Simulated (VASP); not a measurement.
# CuRe12 (a cell with a defect) in VASP: notebook

CuRe12 (a cell with a defect) is run at these levels: PBE+D3(BJ); tasks: single point.

Everything below comes from runs of VASP 6.6.1. Logs are shortened: lines on timing, memory, paths and dates and some standing lists are left out, and cuts for length are marked.

## (1) The cell of the first run

The cell holds a defect, 13 atoms: a = 5.520 Å, b = 8.280 Å, c = 4.457 Å, α = 90.00°, β = 90.00°, γ = 120.00°.

## (2) Single point, PBE+D3(BJ)

INCAR

```
  ALGO = Normal
  EDIFF = 1E-7
  ENCUT = 520
  GGA = PE
  ISIF = 2
  ISMEAR = -1
  IVDW = 12
  LASPH = True
  LCHARG = False
  LREAL = False
  LWAVE = False
  NBANDS = 60
  NELM = 80
  PREC = Accurate
  SIGMA = 0.1
```

KPOINTS

```
k-points
0
Gamma
  4 3 4
```

POSCAR

```
CuRe12
1.0
    5.5200000000      0.0000000000      0.0000000000
   -4.1400000000      7.1706900000      0.0000000000
    0.0000000000      0.0000000000      4.4574000000
Re Cu
12 1
Direct
   -0.0363898122     -0.0456541857      0.1208594306
    0.2591936160      0.3028217638      0.3705332139
   -0.0378539365      0.3481361752     -0.0108791691
    0.1340258024      0.5574555516      0.5159829715
   -0.0122068954      0.6639367547      0.0193680970
    0.1806832255      0.9189474747      0.5667620279
    0.4908524756     -0.0159614228      0.0318891264
    0.6743117792      0.2240154693      0.4546840826
    0.4722384405      0.2986699660     -0.0893260538
    0.6836222415      0.5789546136      0.5277751546
    0.4755292880      0.6433616580      0.0184218257
    0.5868501084      0.8516673872      0.5173310401
    0.9577989671      0.1103329944      0.7103626526
```

Potentials or basis: VASP PAW PBE potentials, release 64 (Re, Cu).

The run is started by

```bash
> cat potpaw_PBE.64/Re/POTCAR potpaw_PBE.64/Cu/POTCAR > POTCAR
> mpirun -np 1 vasp_std > vasp.out
```

OUTCAR:

```text
EDIFF = 1E-7
   ENCUT = 520
   GGA = PE
   ISIF = 2
   ISMEAR = -1
   IVDW = 12
   LASPH = True
   LREAL = False
   NELM = 80
   PREC = Accurate
 IVDW          = 12

 ion  position               nearest neighbor table
   1  0.964  0.954  0.121-  13 2.25   6 2.41   5 2.52  12 2.53  11 2.68   2 2.74   7 2.77   7 2.82
                             6 2.82  13 2.94   9 2.98  12 3.24  10 3.25   3 3.32
   2  0.259  0.303  0.371-  13 2.23   9 2.37  10 2.42   3 2.52   4 2.61   9 2.69   8 2.70   1 2.74
                            11 2.91   8 2.98   6 3.11   3 3.32
   3  0.962  0.348  0.989-  13 2.32   8 2.50   2 2.52   9 2.55   5 2.55   4 2.59  11 2.66   8 2.76
                             4 2.79   7 2.84   9 3.06   1 3.32   2 3.32
   4  0.134  0.557  0.516-  12 2.47  10 2.58   3 2.59   2 2.61   5 2.65   8 2.67   5 2.68  11 2.76
                            11 2.78   3 2.79   6 2.88  10 2.95
   5  0.988  0.664  0.019-   1 2.52   3 2.55  10 2.63   4 2.65   4 2.68  10 2.70   7 2.72   6 2.72
                            11 2.75  11 2.78   9 2.98   6 3.05
   6  0.181  0.919  0.567-   1 2.41  13 2.53   7 2.57  12 2.58   8 2.68   5 2.72  10 2.79   1 2.82
                             7 2.83   4 2.88  12 3.05   5 3.05   2 3.11   9 3.12
   7  0.491  0.984  0.032-   8 2.55   6 2.57  12 2.60  13 2.66  12 2.71   9 2.71   5 2.72   1 2.77
                            11 2.78   1 2.82   6 2.83   3 2.84   8 3.10
   8  0.674  0.224  0.455-  13 2.47   3 2.50   9 2.54   7 2.55   4 2.67   6 2.68   2 2.70   3 2.76
                             9 2.86  12 2.89  10 2.93   2 2.98   7 3.10
   9  0.472  0.299  0.911-   2 2.37   8 2.54   3 2.55  13 2.62  10 2.64   2 2.69   7 2.71   8 2.86
                            11 2.89   5 2.98   1 2.98   3 3.06   6 3.12  10 3.41
  10  0.684  0.579  0.528-   2 2.42  12 2.57   4 2.58   5 2.63   9 2.64  11 2.65   5 2.70  11 2.71
                             6 2.79   8 2.93   4 2.95   1 3.25   9 3.41
  11  0.476  0.643  0.018-  10 2.65   3 2.66   1 2.68  12 2.69  12 2.70  10 2.71   5 2.75   4 2.76
                             7 2.78   4 2.78   5 2.78   9 2.89   2 2.91
  12  0.587  0.852  0.517-  13 2.27   4 2.47   1 2.53  10 2.57   6 2.58   7 2.60  11 2.69  11 2.70
                             7 2.71   8 2.89   6 3.05   1 3.24
  13  0.958  0.110  0.710-   2 2.23   1 2.25  12 2.27   3 2.32   8 2.47   6 2.53   9 2.62   7 2.66
                             1 2.94

  LATTYP: Found a simple monoclinic cell.
 ALAT       =     5.5200000000
 B/A-ratio  =     0.8075000000
 C/A-ratio  =     1.3228755945
 COS(beta)  =    -0.1889822452

  Lattice vectors:

 A1 = (   5.5200000000,   0.0000000000,   0.0000000000)
 A2 = (   0.0000000000,   0.0000000000,   4.4574000000)
 A3 = (  -1.3800000000,  -7.1706900000,   0.0000000000)

Analysis of symmetry for initial positions (statically):
=====================================================================
 Subroutine PRICEL returns:
 Original cell was already a primitive cell.

 Routine SETGRP: Setting up the symmetry group for a
 simple monoclinic supercell.

 Subroutine GETGRP returns: Found  1 space group operations
 (whereof  1 operations were pure point group operations)
 out of a pool of  4 trial point group operations.

The static configuration has the point symmetry C_1 .

Analysis of symmetry for dynamics (positions and initial velocities):
=====================================================================
 Subroutine PRICEL returns:
 Original cell was already a primitive cell.

 Routine SETGRP: Setting up the symmetry group for a
 simple monoclinic supercell.

 Subroutine GETGRP returns: Found  1 space group operations
 (whereof  1 operations were pure point group operations)
 out of a pool of  4 trial point group operations.

The dynamic configuration has the point symmetry C_1 .

 Subroutine INISYM returns: Found  1 space group operations
 (whereof  1 operations are pure point group operations),
 and found     1 'primitive' translations

----------------------------------------------------------------------------------------

                                     Primitive cell

  volume of cell :     176.4337

  direct lattice vectors                    reciprocal lattice vectors
     5.520000000  0.000000000  0.000000000     0.181159420  0.104592445  0.000000000
    -4.140000000  7.170690000  0.000000000     0.000000000  0.139456593  0.000000000
     0.000000000  0.000000000  4.457400000     0.000000000  0.000000000  0.224346031

  length of vectors
     5.520000000  8.279999703  4.457400000     0.209184883  0.139456593  0.224346031

[... 50 lines left out ...]
     0.000000000  0.000000000  0.000000000

 Subroutine IBZKPT returns following result:
 ===========================================

 Found     26 irreducible k-points:

 Following reciprocal coordinates:
            Coordinates               Weight
  0.000000  0.000000  0.000000      1.000000
  0.250000  0.000000  0.000000      2.000000
  0.500000  0.000000  0.000000      1.000000
  0.000000  0.333333  0.000000      2.000000
  0.250000  0.333333  0.000000      2.000000
  0.500000  0.333333  0.000000      2.000000
[... 16 lines left out ...]
  0.000000  0.333333  0.500000      2.000000
  0.250000  0.333333  0.500000      2.000000
 [... further k-points ...]
   k-points           NKPTS =     26   k-points in BZ     NKDIM =     26   number of bands    NBANDS=     60
   number of dos      NEDOS =    301   number of ions     NIONS =     13
   total plane-waves  NPLWV =  96768
   dimension x,y,z NGX =    42 NGY =   64 NGZ =   36
   dimension x,y,z NGXF=    84 NGYF=  128 NGZF=   72
   ions per type =              12   1
   NGX,Y,Z   is equivalent  to a cutoff of  12.65, 12.85, 13.43 a.u.
   NGXF,Y,Z  is equivalent  to a cutoff of  25.30, 25.70, 26.85 a.u.
 SYSTEM =  unknown system
   PREC   = accura    normal or accurate (medium, high low for compatibility)
   ISTART =      0    job   : 0-new  1-cont  2-samecut
   ICHARG =      2    charge: 1-file 2-atom 10-const
   ISPIN  =      1    spin polarized calculation?
   LNONCOLLINEAR =      F non collinear calculations
   LSORBIT =      F    spin-orbit coupling
   LASPH  =      T    aspherical Exc in radial PAW
   ENCUT  =  520.0 eV  38.22 Ry    6.18 a.u.  10.26 15.40  8.29*2*pi/ulx,y,z
   NELM   =     80;   NELMIN=  2; NELMDL= -5     # of ELM steps
   EDIFF  = 0.1E-06   stopping-criterion for ELM
   LREAL  =      F    real-space projection
   EDIFFG = 0.1E-05   stopping-criterion for IOM
   NSW    =      0    number of steps for IOM
   IBRION =     -1    ionic relax: 0-MD 1-quasi-New 2-CG
   NFREE  =      0    steps in history (QN), initial steepest desc. (CG)
   ISIF   =      2    stress and relaxation
   ISYM   =      2    0-nonsym 1-usesym 2-fastsym
   POTIM  = 0.5000    time-step for ionic-motion
   TEBEG  =    0.0;   TEEND  =   0.0 temperature during run
   PSTRESS=    0.0 pullay stress
   NELECT =      95.0000    total number of electrons
   NUPDOWN=      -1.0000    fix difference up-down
   EMIN   =  10.00;   EMAX   =-10.00  energy-range for DOS
   EFERMI =   0.00;   METHOD = LEGACY
   ISMEAR =    -1;   SIGMA  =   0.10  broadening in eV -4-tet -1-fermi 0-gaus
   EFERMI_NEDOS =   21; number of points for ismear=-14 and -15
   IALGO  =     38    algorithm
   IMIX   =      4    mixing-type and parameters
     AMIX     =   0.40;   BMIX     =  1.00
     AMIX_MAG =   1.60;   BMIX_MAG =  1.00
  volume/ion in A,a.u.               =      13.57        91.59
  Fermi-wavevector in a.u.,A,eV,Ry     =   1.331851  2.516833 24.134366  1.773826
  Thomas-Fermi vector in A             =   2.460830
   LORBIT       =      0    0 simple, 1 ext, 2 COOP (PROOUT), +10 PAW based schemes
   GGA     = PE    functional components
   LHFCALC =     F    Hartree Fock is set to
   AEXX    =    0.0000 exact exchange contribution
   IVDW    =    12    specifies the selected vdW correction
   LEPSILON=     F    determine dielectric tensor
   LRPA    =     F    only Hartree local field effects (RPA)
 non-spin polarized calculation
  energy-cutoff  :      520.00
  volume of cell :      176.43
 maximum number of plane-waves:      4768
 NGX is ok and might be reduce to    42
   NGX = 21   NGY = 31   NGZ = 17

 number of electron      95.0000006 magnetization

 Free energy of the ion-electron system (eV)
  ---------------------------------------------------
  ext. energy  EPLUGINS =         0.00000000
  ---------------------------------------------------
  free energy    TOTEN  =      -145.62099769 eV

  energy without entropy =     -145.31970987  energy(sigma->0) =     -145.47035378

 E-fermi :   9.0784     XC(G=0): -14.0078

 val. band max:        9.0635131433   @ k =   0.0000  -0.3333   0.2500
 cond. band min:       9.0839339448   @ k =   0.0000   0.3333   0.0000
 fundamental gap:      0.0204208015
 Fermi energy:         9.0784056726

 k-point     1 :       0.0000    0.0000    0.0000
  band No.  band energies     occupation
      1      -1.5663      2.00000
      2       1.5078      2.00000
      3       1.5830      2.00000
      4       1.9461      2.00000
      5       2.3098      2.00000
      6       2.3640      2.00000
[... 1477 lines left out ...]
     58      11.3210      0.00000
     59      11.4255      0.00000

 [... further k-points ...]

 [bands above 59 left out]

------------------------ aborting loop because EDIFF is reached ----------------------------------------

 Edisp (eV)   -9.01690

 E8    (eV) :    -4.4984

  FORCE on cell =-STRESS in cart. coord.  units (eV):
  Direction    XX          YY          ZZ          XY          YZ          ZX
  --------------------------------------------------------------------------------------
  -------------------------------------------------------------------------------------
  Total      41.48262    36.22968    46.56973     2.08247    -2.49995     0.69419
  in kB     376.69959   328.99811   422.89510    18.91068   -22.70183     6.30384
  external pressure =      376.20 kB  Pullay stress =        0.00 kB

 VOLUME and BASIS-vectors are now :
 -----------------------------------------------------------------------------
  energy-cutoff  :      520.00
  volume of cell :      176.43
      direct lattice vectors                 reciprocal lattice vectors
     5.520000000  0.000000000  0.000000000     0.181159420  0.104592445  0.000000000
    -4.140000000  7.170690000  0.000000000     0.000000000  0.139456593  0.000000000
     0.000000000  0.000000000  4.457400000     0.000000000  0.000000000  0.224346031

 POSITION                                       TOTAL-FORCE (eV/Angst)
 -----------------------------------------------------------------------------------
      1.36814      6.84332      0.53872         0.065449     -0.077861      0.100572
      0.17707      2.17144      1.65161         0.114232      0.090623     -0.137845
      3.86976      2.49638      4.40891        -0.052870      0.009066      0.057343
     -1.56804      3.99734      2.29994        -0.005705      0.059492      0.018075
      2.70392      4.76088      0.08633        -0.018904      0.011789     -0.005874
     -2.80707      6.58949      2.52629        -0.019855      0.034050     -0.099041
     -1.36441      7.05624      0.14214        -0.012079      0.000359      0.026503
      2.79478      1.60635      2.02671         0.001632     -0.014827     -0.051248
      1.37026      2.14167      4.05924        -0.026774      0.010014      0.137829
      1.37672      4.15150      2.35250        -0.049524     -0.092520      0.009019
     -0.03860      4.61335      0.08211         0.012922      0.016776     -0.028255
     -0.28649      6.10704      2.30595        -0.025591     -0.053175     -0.033837
      4.83027      0.79116      3.16637         0.017067      0.006216      0.006759
 -----------------------------------------------------------------------------------
    total drift:                                0.000596     -0.000175     -0.000642

  FREE ENERGIE OF THE ION-ELECTRON SYSTEM (eV)
  ---------------------------------------------------
  free  energy   TOTEN  =      -154.6378996986 eV

  energy  without entropy=     -154.3366118776  energy(sigma->0) =     -154.48725579
```

Wall time 39 min (1 thread of Intel Xeon 8259CL, shared host); peak memory 0.44 GiB.

What came out:

- Free energy: -154.6379 eV
- Pressure: 37.6 GPa
- Largest force: 0.201 eV/Å
- Band gap on the k mesh: zero (an odd number of electrons rules out a gap without spin polarisation)
- Dispersion energy per atom: -0.694 eV

Forces on the atoms (eV/Å):
```
Re   0.065 -0.078  0.101
Re   0.114  0.091 -0.138
Re  -0.053  0.009  0.057
Re  -0.006  0.059  0.018
Re  -0.019  0.012 -0.006
Re  -0.020  0.034 -0.099
Re  -0.012  0.000  0.027
Re   0.002 -0.015 -0.051
Re  -0.027  0.010  0.138
Re  -0.050 -0.093  0.009
Re   0.013  0.017 -0.028
Re  -0.026 -0.053 -0.034
Cu   0.017  0.006  0.007
```

Caveat: spin-orbit coupling is left out, which moves the levels of the heavy elements.

## (3) Single point, PBE+D3(BJ)

INCAR

```
SYSTEM = CuRe12
ALGO = Normal
EDIFF = 1E-6
ENCUT = 520
GGA = PE
ISIF = 2
ISMEAR = -1
IVDW = 12
LASPH = .True.
LCHARG = .False.
LREAL = .False.
LWAVE = .False.
NBANDS = 60
NELM = 60
PREC = Accurate
SIGMA = 0.1
```

KPOINTS

```
k-points
0
Gamma
  4 3 4
  0 0 0
```

POSCAR

```
CuRe12
1.0
    5.5200000000      0.0000000000      0.0000000000
   -4.1400000000      7.1706900000      0.0000000000
    0.0000000000      0.0000000000      4.4574000000
Re Cu
12 1
Direct
    0.0071715500     -0.0014225064     -0.0127378843
    0.1764990796      0.1951399850      0.4894039415
    0.1406498862      0.3854194434     -0.1062504526
    0.1343701336      0.5449994616      0.4411509051
   -0.0156307942      0.6504492515     -0.0229036464
    0.1425092679      0.8678769324      0.4943662118
    0.4314995727     -0.0546785299      0.0018017253
    0.6247101374      0.2069850622      0.6352323912
    0.5343814100      0.3414845086      0.0706808391
    0.6477216166      0.5510512691      0.5276544521
    0.5333446155      0.6826350467      0.0220542204
    0.6506034782      0.8785590126      0.5129225419
    0.8123925566      0.1899005032      0.2001806350
```

Potentials or basis: VASP PAW PBE potentials, release 64 (Re, Cu).

The run is started by

```bash
> cat potpaw_PBE.64/Re/POTCAR potpaw_PBE.64/Cu/POTCAR > POTCAR
> mpirun -np 1 vasp_std > vasp.out
```

It took 37 min on 1 thread of Intel Xeon 8259CL, shared host; peak memory 0.45 GiB.

It converged, with:

```
Free energy                : -154.5451 eV
Pressure                   : 37.5 GPa
Largest force              : 0.159 eV/Å
Band gap on the k mesh     : zero (an odd number of electrons rules out a gap without spin polarisation)
Dispersion energy per atom : -0.694 eV
```

Forces in eV/Å, atoms in the order of the input:
```
Re   0.004 -0.002 -0.014
Re   0.071  0.027  0.019
Re   0.079  0.087 -0.081
Re  -0.008 -0.029  0.080
Re   0.004  0.026  0.008
Re  -0.002 -0.015  0.010
Re  -0.006 -0.050 -0.044
Re  -0.134  0.014  0.085
Re  -0.001 -0.014 -0.063
Re   0.032  0.020 -0.029
Re  -0.064 -0.040 -0.016
Re   0.012 -0.037  0.013
Cu   0.013  0.011  0.033
```

Stress tensor (GPa, compression positive):
```
32.16  2.35 -2.72
 2.35 39.85  0.61
-2.72  0.61 40.50
```

Levels at points of the mesh, in eV from the Fermi level:
```tsv
k point	band 46	band 47	band 48	band 49	band 50	band 51
(0.00, 0.00, 0.00)	-0.60	-0.26	-0.21	0.18	0.52	0.68
(0.50, 0.00, 0.00)	-0.32	-0.15	-0.04	0.32	0.51	0.56
(0.00, 0.00, 0.50)	-0.25	-0.08	0.02	0.19	0.59	0.83
(0.50, 0.00, 0.50)	-0.59	-0.19	-0.03	0.16	0.38	0.65
```

Caveat: spin-orbit coupling is left out, which moves the levels of the heavy elements.

The gap in the log of VASP goes by the Fermi energy; the results here count the filled bands.